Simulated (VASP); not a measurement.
# Ti3Si4Ni in VASP: further runs

Runs on Ti3Si4Ni. Level: PBE. Tasks: single point.

Program: VASP 6.6.1. These are calculated values, not measurements. Logs are shortened: lines on timing, memory, paths and dates and some standing lists are left out, and cuts for length are marked.

## Step 1: The cell of the first run

It takes space group Pm (No. 6, monoclinic). The conventional cell has a = 4.870 Å, b = 3.625 Å, c = 6.742 Å, α = 90.00°, β = 101.11°, γ = 90.00°. Ti (site symmetry m) has 7 Si at 2.53 to 2.99 Å and 5 Ti at 3.08 to 3.29 Å within 3.3 Å. Ti (site symmetry m) has 7 Si at 2.54 to 2.79 Å and 8 Ti at 3.08 to 3.63 Å and 2 Ni at 3.13 to 3.68 Å within 3.7 Å. Ti (site symmetry m) has 8 Si at 2.57 to 3.16 Å and 4 Ni at 3.00 to 3.10 Å and 6 Ti at 3.29 to 3.63 Å within 3.7 Å. Si (site symmetry m) has 2 Ni at 2.42 Å and 3 Si at 2.57 to 3.02 Å and 6 Ti at 2.61 to 3.16 Å within 3.2 Å. Si (site symmetry m) has 2 Ni at 2.30 Å and 3 Si at 2.44 to 3.02 Å and 5 Ti at 2.57 to 2.79 Å within 3.1 Å. Si (site symmetry m) has 2 Ni at 2.40 to 3.85 Å and 8 Si at 2.44 to 3.80 Å and 6 Ti at 2.54 to 2.79 Å within 3.9 Å. Within 3.0 Å of Si (site symmetry m) lie 1 Ni at 2.30 Å and 5 Ti at 2.53 to 2.72 Å and 2 Si at 2.57 Å. Ni (site symmetry m) has 6 Si at 2.30 to 2.42 Å and 5 Ti at 3.00 to 3.13 Å within 3.2 Å.

## Step 2: Single point, PBE

Contents of INCAR:

```
  PREC = Accurate
  ENCUT = 520
  EDIFF = 1E-6
  ISMEAR = 0
  SIGMA = 0.1
  LREAL = False
  LASPH = True
  NELM = 60
  ALGO = Normal
  ISIF = 2
  LWAVE = False
  LCHARG = True
  GGA = PE
  LELF = True
  LVHAR = True
  NBANDS = 41
```

Contents of KPOINTS:

```
regular mesh
0
Gamma
  4 6 4
```

Contents of POSCAR:

```
Ti3Si4Ni
1.0
    4.8698596405      0.0000000000      0.0000000000
    0.0000000000      3.6253502349      0.0000000000
   -1.2988665880      0.0000000000      6.6160296907
Ti Si Ni
3 4 1
Direct
    0.9693765120      0.0000000000      0.4607780527
    0.4885401963      0.5000000000      0.5641456204
    0.8630790873      0.0000000000      0.9645932212
    0.4581720307      0.0000000000      0.2517319656
    0.3430703104      0.0000000000      0.7954521645
    0.0040138304      0.5000000000      0.7272859040
    0.0787237583      0.5000000000      0.2265008129
    0.3890242748      0.5000000000      0.0095122586
```

Potentials or basis: VASP PAW PBE potentials, release 64 (Ti_sv, Si, Ni).

Started as:

```
cat potpaw_PBE.64/Ti_sv/POTCAR potpaw_PBE.64/Si/POTCAR potpaw_PBE.64/Ni/POTCAR > POTCAR
mpirun -np 1 vasp_std > vasp.out
```

OUTCAR:

```text
PREC = Accurate
   ENCUT = 520
   EDIFF = 1E-6
   ISMEAR = 0
   LREAL = False
   LASPH = True
   NELM = 60
   ISIF = 2
   GGA = PE

 ion  position               nearest neighbor table
   1  0.969  0.000  0.461-   7 2.53   7 2.53   6 2.54   6 2.54   5 2.61   4 2.61   4 2.99
   2  0.489  0.500  0.564-   6 2.54   5 2.58   5 2.58   7 2.72   4 2.76   4 2.76   6 2.79
   3  0.863  0.000  0.965-   5 2.57   6 2.60   6 2.60   7 2.61   7 2.61   5 2.79   8 3.00   8 3.00
                             4 3.02
   4  0.458  0.000  0.252-   8 2.42   8 2.42   7 2.57   7 2.57   1 2.61   2 2.76   2 2.76   1 2.99
                             3 3.02   5 3.02
   5  0.343  0.000  0.795-   8 2.30   8 2.30   6 2.44   6 2.44   3 2.57   2 2.58   2 2.58   1 2.61
                             3 2.79   4 3.02
   6  0.004  0.500  0.727-   8 2.40   5 2.44   5 2.44   1 2.54   1 2.54   2 2.54   3 2.60   3 2.60
                             2 2.79
   7  0.079  0.500  0.227-   8 2.30   1 2.53   1 2.53   4 2.57   4 2.57   3 2.61   3 2.61   2 2.72

   8  0.389  0.500  0.010-   7 2.30   5 2.30   5 2.30   6 2.40   4 2.42   4 2.42   3 3.00   3 3.00

  LATTYP: Found a simple monoclinic cell.
 ALAT       =     4.8698596405
 B/A-ratio  =     0.7444465555
 C/A-ratio  =     1.3845002320
 COS(beta)  =    -0.1926438141

  Lattice vectors:

 A1 = (   4.8698596405,   0.0000000000,   0.0000000000)
 A2 = (   0.0000000000,   3.6253502349,   0.0000000000)
 A3 = (  -1.2988665880,   0.0000000000,   6.6160296907)

Analysis of symmetry for initial positions (statically):
=====================================================================
 Subroutine PRICEL returns:
 Original cell was already a primitive cell.

 Routine SETGRP: Setting up the symmetry group for a
 simple monoclinic supercell.

 Subroutine GETGRP returns: Found  2 space group operations
 (whereof  2 operations were pure point group operations)
 out of a pool of  4 trial point group operations.

The static configuration has the point symmetry C_1h.

Analysis of symmetry for dynamics (positions and initial velocities):
=====================================================================
 Subroutine PRICEL returns:
 Original cell was already a primitive cell.

 Routine SETGRP: Setting up the symmetry group for a
 simple monoclinic supercell.

 Subroutine GETGRP returns: Found  2 space group operations
 (whereof  2 operations were pure point group operations)
 out of a pool of  4 trial point group operations.

The dynamic configuration has the point symmetry C_1h.

 Subroutine INISYM returns: Found  2 space group operations
 (whereof  2 operations are pure point group operations),
 and found     1 'primitive' translations

----------------------------------------------------------------------------------------

                                     Primitive cell

  volume of cell :     116.8057

  direct lattice vectors                    reciprocal lattice vectors
     4.869859640  0.000000000  0.000000000     0.205344727  0.000000000  0.040313514
     0.000000000  3.625350235  0.000000000     0.000000000  0.275835419  0.000000000
    -1.298866588  0.000000000  6.616029691     0.000000000  0.000000000  0.151148052

  length of vectors
     4.869859640  3.625350235  6.742321802     0.209264513  0.275835419  0.151148052

  position of ions in fractional coordinates (direct lattice)
     0.969376512  0.000000000  0.460778053
     0.488540196  0.500000000  0.564145620
     0.863079087  0.000000000  0.964593221
     0.458172031  0.000000000  0.251731966
     0.343070310  0.000000000  0.795452164
     0.004013830  0.500000000  0.727285904
     0.078723758  0.500000000  0.226500813
     0.389024275  0.500000000  0.009512259

  ion indices of the primitive-cell ions
   primitive index   ion index
                 1           1
                 2           2
                 3           3
                 4           4
                 5           5
                 6           6
                 7           7
                 8           8

----------------------------------------------------------------------------------------

 KPOINTS: regular mesh

Automatic generation of k-mesh.
 Grid dimensions read from file:
 generate k-points for:    4    6    4

 Generating k-lattice:

  Cartesian coordinates                     Fractional coordinates (reciprocal lattice)
     0.051336182  0.000000000  0.010078378     0.250000000  0.000000000 -0.000000000
     0.000000000  0.045972570  0.000000000     0.000000000  0.166666667  0.000000000
     0.000000000  0.000000000  0.037787013     0.000000000  0.000000000  0.250000000

  Length of vectors
     0.052316128  0.045972570  0.037787013

  Shift w.r.t. Gamma in fractional coordinates (k-lattice)
     0.000000000  0.000000000  0.000000000

 Subroutine IBZKPT returns following result:
 ===========================================

 Found     40 irreducible k-points:

 Following reciprocal coordinates:
            Coordinates               Weight
  0.000000  0.000000  0.000000      1.000000
  0.250000  0.000000  0.000000      2.000000
  0.500000  0.000000  0.000000      1.000000
  0.000000  0.166667  0.000000      2.000000
  0.250000  0.166667  0.000000      4.000000
  0.500000  0.166667  0.000000      2.000000
[... 16 lines left out ...]
  0.500000  0.333333  0.250000      4.000000
 -0.250000  0.333333  0.250000      4.000000
 [... further k-points ...]
   k-points           NKPTS =     40   k-points in BZ     NKDIM =     40   number of bands    NBANDS=     41
   number of dos      NEDOS =    301   number of ions     NIONS =      8
   total plane-waves  NPLWV =  50400
   dimension x,y,z NGX =    36 NGY =   28 NGZ =   50
   dimension x,y,z NGXF=    72 NGYF=   56 NGZF=  100
   ions per type =               3   4   1
   NGX,Y,Z   is equivalent  to a cutoff of  12.29, 12.84, 12.33 a.u.
   NGXF,Y,Z  is equivalent  to a cutoff of  24.58, 25.68, 24.66 a.u.
 SYSTEM =  unknown system
   PREC   = accura    normal or accurate (medium, high low for compatibility)
   ISTART =      0    job   : 0-new  1-cont  2-samecut
   ICHARG =      2    charge: 1-file 2-atom 10-const
   ISPIN  =      1    spin polarized calculation?
   LNONCOLLINEAR =      F non collinear calculations
   LSORBIT =      F    spin-orbit coupling
   LASPH  =      T    aspherical Exc in radial PAW
   ENCUT  =  520.0 eV  38.22 Ry    6.18 a.u.   9.05  6.74 12.54*2*pi/ulx,y,z
   NELM   =     60;   NELMIN=  2; NELMDL= -5     # of ELM steps
   EDIFF  = 0.1E-05   stopping-criterion for ELM
   LREAL  =      F    real-space projection
   EDIFFG = 0.1E-04   stopping-criterion for IOM
   NSW    =      0    number of steps for IOM
   IBRION =     -1    ionic relax: 0-MD 1-quasi-New 2-CG
   NFREE  =      0    steps in history (QN), initial steepest desc. (CG)
   ISIF   =      2    stress and relaxation
   ISYM   =      2    0-nonsym 1-usesym 2-fastsym
   POTIM  = 0.5000    time-step for ionic-motion
   TEBEG  =    0.0;   TEEND  =   0.0 temperature during run
   PSTRESS=    0.0 pullay stress
   NELECT =      62.0000    total number of electrons
   NUPDOWN=      -1.0000    fix difference up-down
   EMIN   =  10.00;   EMAX   =-10.00  energy-range for DOS
   EFERMI =   0.00;   METHOD = LEGACY
   ISMEAR =     0;   SIGMA  =   0.10  broadening in eV -4-tet -1-fermi 0-gaus
   EFERMI_NEDOS =   21; number of points for ismear=-14 and -15
   IALGO  =     38    algorithm
   IMIX   =      4    mixing-type and parameters
     AMIX     =   0.40;   BMIX     =  1.00
     AMIX_MAG =   1.60;   BMIX_MAG =  1.00
  volume/ion in A,a.u.               =      14.60        98.53
  Fermi-wavevector in a.u.,A,eV,Ry     =   1.325513  2.504857 23.905241  1.756986
  Thomas-Fermi vector in A             =   2.454969
   LORBIT       =      0    0 simple, 1 ext, 2 COOP (PROOUT), +10 PAW based schemes
   GGA     = PE    functional components
   LHFCALC =     F    Hartree Fock is set to
   AEXX    =    0.0000 exact exchange contribution
   IVDW    =     0    specifies the selected vdW correction
   LEPSILON=     F    determine dielectric tensor
   LRPA    =     F    only Hartree local field effects (RPA)
 non-spin polarized calculation
 Gauss-broadening in eV      SIGMA  =   0.10
  energy-cutoff  :      520.00
  volume of cell :      116.81
 maximum number of plane-waves:      3164
   NGX = 19   NGY = 13   NGZ = 25

 number of electron      61.9999994 magnetization

 Free energy of the ion-electron system (eV)
  ---------------------------------------------------
  ext. energy  EPLUGINS =         0.00000000
  ---------------------------------------------------
  free energy    TOTEN  =       -54.91072937 eV

  energy without entropy =      -54.88677442  energy(sigma->0) =      -54.89875189

 E-fermi :   9.4566     XC(G=0): -11.5882

 val. band max:        9.4463540737   @ k =   0.0000   0.0000   0.2500
 cond. band min:       9.4629315793   @ k =   0.2500   0.1667   0.5000
 fundamental gap:      0.0165775056
 Fermi energy:         9.4566458808

 k-point     1 :       0.0000    0.0000    0.0000
  band No.  band energies     occupation
      1     -47.4348      2.00000
      2     -47.4140      2.00000
      3     -47.1214      2.00000
      4     -23.8140      2.00000
      5     -23.7598      2.00000
      6     -23.6989      2.00000
[... 33 lines left out ...]
     40      12.1178      0.00000
     41      12.8841      0.00000

 k-point     2 :       0.2500    0.0000    0.0000
  band No.  band energies     occupation
      1     -47.4342      2.00000
      2     -47.4140      2.00000
      3     -47.1220      2.00000
      4     -23.8149      2.00000
      5     -23.7609      2.00000
      6     -23.6977      2.00000
[... 957 lines left out ...]
     40      12.0003      0.00000
     41      12.4285      0.00000

 k-point    24 :      -0.2500    0.3333    0.2500
  band No.  band energies     occupation
      1     -47.4316      2.00000
      2     -47.4123      2.00000
      3     -47.1204      2.00000
      4     -23.8087      2.00000
      5     -23.7603      2.00000
      6     -23.7297      2.00000
[... 33 lines left out ...]
     40      11.9884      0.00000
     41      12.6647      0.00000

 [... further k-points ...]

------------------------ aborting loop because EDIFF is reached ----------------------------------------

  FORCE on cell =-STRESS in cart. coord.  units (eV):
  Direction    XX          YY          ZZ          XY          YZ          ZX
  --------------------------------------------------------------------------------------
  -------------------------------------------------------------------------------------
  Total        0.0747625     -0.0645633     -0.2014074      0.0000000      0.0000000     -0.0717909
  in kB        1.0254885     -0.8855891     -2.7626266      0.0000000      0.0000000     -0.9847281
  external PRESSURE =      -0.8742424 kB  Pullay stress =       0.0000000 kB

 VOLUME and BASIS-vectors are now :
 -----------------------------------------------------------------------------
  energy-cutoff  :      520.00
  volume of cell :      116.81
      direct lattice vectors                 reciprocal lattice vectors
     4.869859640  0.000000000  0.000000000     0.205344727  0.000000000  0.040313514
     0.000000000  3.625350235  0.000000000     0.000000000  0.275835419  0.000000000
    -1.298866588  0.000000000  6.616029691     0.000000000  0.000000000  0.151148052

 POSITION                                       TOTAL-FORCE (eV/Angst)
 -----------------------------------------------------------------------------------
      4.12224      0.00000      3.04852        -0.024852      0.000000      0.033357
      1.64637      1.81268      3.73240        -0.017095      0.000000     -0.016436
      2.95020      0.00000      6.38178         0.008472      0.000000     -0.029952
      1.90427      0.00000      1.66547        -0.002598      0.000000      0.016312
      0.63752      0.00000      5.26274         0.013809      0.000000     -0.009646
     -0.92510      1.81268      4.81175        -0.005708      0.000000     -0.019282
      0.08918      1.81268      1.49854         0.022100      0.000000     -0.000810
      1.88214      1.81268      0.06293         0.005871      0.000000      0.026456
 -----------------------------------------------------------------------------------
    total drift:                               -0.000107      0.000000      0.000666

  FREE ENERGIE OF THE ION-ELECTRON SYSTEM (eV)
  ---------------------------------------------------
  free  energy   TOTEN  =       -54.9107293684 eV

  energy  without entropy=      -54.8867744158  energy(sigma->0) =      -54.89875189
```

Run time: 6.5 min. Hardware: 1 thread of Intel Xeon 8259CL, shared host; peak memory 0.32 GiB.

What came out:

* Free energy: -54.9107 eV
* Pressure: -0.1 GPa
* Largest force: 0.042 eV/Å
* Band gap on the k mesh: zero (bands 31 and 32 overlap by 0.60 eV)

Forces in eV/Å, atoms in the order of the input:
```
Ti  -0.025  0.000  0.033
Ti  -0.017  0.000 -0.016
Ti   0.008  0.000 -0.030
Si  -0.003  0.000  0.016
Si   0.014  0.000 -0.010
Si  -0.006  0.000 -0.019
Si   0.022  0.000 -0.001
Ni   0.006  0.000  0.026
```

Stress tensor (GPa, compression positive):
```
 0.10  0.00 -0.10
 0.00 -0.09  0.00
-0.10  0.00 -0.28
```

## Step 3: Single point, PBE

Contents of INCAR:

```
SYSTEM = Ti3Si4Ni
PREC = Accurate ; ENCUT = 520
EDIFF = 1E-6 ; ISMEAR = 0
SIGMA = 0.2 ; LREAL = .False.
LASPH = .True. ; NELM = 60
ALGO = Normal ; ISIF = 2
LWAVE = .False. ; LCHARG = .True.
GGA = PE ; LELF = .True.
LVHAR = .True. ; NBANDS = 41
```

Contents of KPOINTS:

```
regular mesh
0
Gamma
  6 6 4
  0 0 0
```

Contents of POSCAR:

```
Ti3Si4Ni
1.0
   -3.6253486340      0.0004160541     -0.0033814790
    0.0047633482      0.4578416306     -4.8482874575
   -0.0012548805     -6.7088390071      0.6711042272
Ti Si Ni
3 4 1
Direct
    0.9999953098      0.9693765120      0.4607780527
    0.4999954707      0.4885401963      0.5641456204
    0.9999978937      0.8630790873      0.9645932212
    1.0000422061      0.4581720307      0.2517319656
    0.9999914856      0.3430703104      0.7954521645
    0.4999705086      0.0040138304      0.7272859040
    0.5000073326      0.0787237583      0.2265008129
    0.4999997926      0.3890242748      0.0095122586
```

Potentials or basis: VASP PAW PBE potentials, release 64 (Ti_sv, Si, Ni).

Started as:

```
cat potpaw_PBE.64/Ti_sv/POTCAR potpaw_PBE.64/Si/POTCAR potpaw_PBE.64/Ni/POTCAR > POTCAR
mpirun -np 1 vasp_std > vasp.out
```

Run time: 11 min. Hardware: 1 thread of Intel Xeon 8259CL, shared host; peak memory 0.43 GiB.

Results (log left out):

```
Free energy            : -54.9458 eV
Pressure               : 0.0 GPa
Largest force          : 0.013 eV/Å
Band gap on the k mesh : zero (bands 31 and 32 overlap by 0.60 eV)
```

Forces on the atoms (eV/Å):
```
Ti   0.000  0.000  0.012
Ti   0.000  0.007  0.000
Ti   0.000  0.006 -0.004
Si   0.001 -0.012  0.007
Si   0.000  0.005  0.004
Si  -0.001  0.005 -0.004
Si   0.000 -0.003 -0.005
Ni   0.000 -0.008 -0.011
```

Levels at points of the mesh, in eV from the Fermi level:
| k point | band 27 | band 28 | band 29 | band 30 | band 31 | band 32 | band 33 | band 34 | band 35 | band 36 |
| --- | --- | --- | --- | --- | --- | --- | --- | --- | --- | --- |
| (0.00, 0.00, 0.00) | -1.67 | -0.73 | -0.51 | -0.29 | 0.09 | 0.39 | 0.50 | 1.00 | 1.16 | 1.32 |
| (0.50, 0.00, 0.00) | -2.13 | -1.74 | -1.46 | -1.06 | -0.70 | 0.14 | 1.45 | 1.63 | 1.65 | 1.90 |
| (0.00, 0.50, 0.00) | -1.43 | -0.85 | -0.83 | -0.35 | -0.04 | 0.45 | 0.60 | 0.95 | 1.07 | 1.31 |
| (0.50, 0.50, 0.00) | -2.27 | -1.06 | -0.78 | -0.61 | 0.15 | 0.46 | 0.54 | 0.93 | 1.38 | 1.61 |
| (0.00, 0.00, 0.50) | -1.43 | -0.97 | -0.52 | -0.41 | -0.04 | 0.20 | 0.95 | 1.00 | 1.08 | 1.33 |
| (0.50, 0.00, 0.50) | -2.05 | -2.01 | -1.32 | -1.06 | -0.92 | -0.45 | 1.14 | 1.45 | 1.88 | 2.00 |
| (0.00, 0.50, 0.50) | -1.47 | -1.30 | -0.62 | -0.37 | -0.30 | 0.25 | 0.49 | 0.58 | 1.05 | 1.44 |
| (0.50, 0.50, 0.50) | -1.84 | -1.55 | -1.01 | -0.82 | -0.31 | 0.71 | 0.86 | 1.19 | 1.31 | 1.92 |

Spin polarisation is off, so any magnetic state and its effect on volume and gap are missing.
